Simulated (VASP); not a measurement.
Here is a VASP 6.6.1 calculation.

Contents of INCAR:

```
PREC = Accurate ; ENCUT = 520
EDIFF = 1E-7 ; ISMEAR = -1
SIGMA = 0.1 ; LREAL = F
LASPH = T ; NELM = 60
ALGO = Normal ; ISIF = 2
LWAVE = F ; LCHARG = F
GGA = RP ; NBANDS = 16
```

KPOINTS

```
regular mesh
0
Gamma
  17 17 10
```

The input POSCAR:

```
Ir
1.0
   -2.5040285981      2.1493295960      1.3229242280
    2.1493295960     -2.5040285981      1.3229242280
    2.8663491024      2.8663491024     -1.9725561000
Ir
2
Direct
    0.9772084782      0.0227915218      0.0000000000
    0.7727915218      0.2272084782      0.5000000000
```

Potentials or basis: VASP PAW PBE potentials, release 64 (Ir).

Launch:

```console
$ cat potpaw_PBE.64/Ir/POTCAR > POTCAR
$ mpirun -np 1 vasp_std > vasp.out
```

Question: Predict the largest force.

Answer: 0.029 eV/Å.

Question: Predict the pressure.

Answer: 0.2 GPa.

Question: Estimate the band gap on the k mesh.

Answer: Zero (bands 9 and 10 overlap by 2.68 eV).

Forces on the atoms (eV/Å):
```
Ir  -0.020  0.020  0.000
Ir   0.020 -0.020  0.000
```

Caveat: the PAW data sets were made with another functional, which shifts forces and pressure a little; spin-orbit coupling is left out, which moves the levels of the heavy elements.
